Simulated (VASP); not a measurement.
Wanted: the native input for a VASP 6.6.1 run.

```yaml
Task: single point
Functional: PBE
Potentials_or_basis: VASP PAW PBE potentials, release 64 (Si, Mo_sv, S)
Cutoff: 520 eV
k_mesh: 8 × 8 × 1
Occupations: gaussian, width 0.1 eV
Spin: no spin polarisation
Dipole_correction: yes
Further_INCAR_settings: ALGO = Fast; EDIFF = 1e-07; NBANDS = 34
```

The structure of Si4Mo2S lies in POSCAR:

```
Si4Mo2S
1.0
    3.2169717406      0.0000000000      0.0000000000
    0.0000000000      3.2169717406      0.0000000000
    0.0000000000      0.0000000000     21.8787970309
Si Mo S
4 2 1
Direct
    0.0000000000      0.0000000000      0.1828254083
    0.0000000000      0.0000000000      0.3015081460
    0.5000000000      0.5000000000      0.3593659940
    0.5000000000      0.5000000000      0.4743769512
    0.5000000000      0.5000000000      0.2421667771
    0.0000000000      0.0000000000      0.4192862009
    0.8750000000      1.0000000000      0.5334661872
```

The input as run:

INCAR

```
SYSTEM = Si4Mo2S
ALGO = Fast ; DIPOL = 0.5 0.5 0.359
EDIFF = 1E-7 ; ENCUT = 520
GGA = PE ; IDIPOL = 3
ISIF = 2 ; ISMEAR = 0
LASPH = .TRUE. ; LCHARG = .FALSE.
LDIPOL = .TRUE. ; LREAL = .FALSE.
LWAVE = .FALSE. ; NBANDS = 34
NELM = 100 ; PREC = Accurate
SIGMA = 0.1
```

KPOINTS

```
k-points
0
G
  8 8 1
  0 0 0
```

Potentials or basis: VASP PAW PBE potentials, release 64 (Si, Mo_sv, S).

Command:

```console
$ cat potpaw_PBE.64/Si/POTCAR potpaw_PBE.64/Mo_sv/POTCAR potpaw_PBE.64/S/POTCAR > POTCAR
$ mpirun -np 1 vasp_std > vasp.out
```

Results of the run:

The largest force is 1.435 eV/Å and the band gap on the k mesh is zero (bands 25 and 26 overlap by 1.01 eV).

Run time: 7.8 min on 1 thread of AMD EPYC 9755 128-Core Processor, on a shared host, peak memory 0.38 GiB.
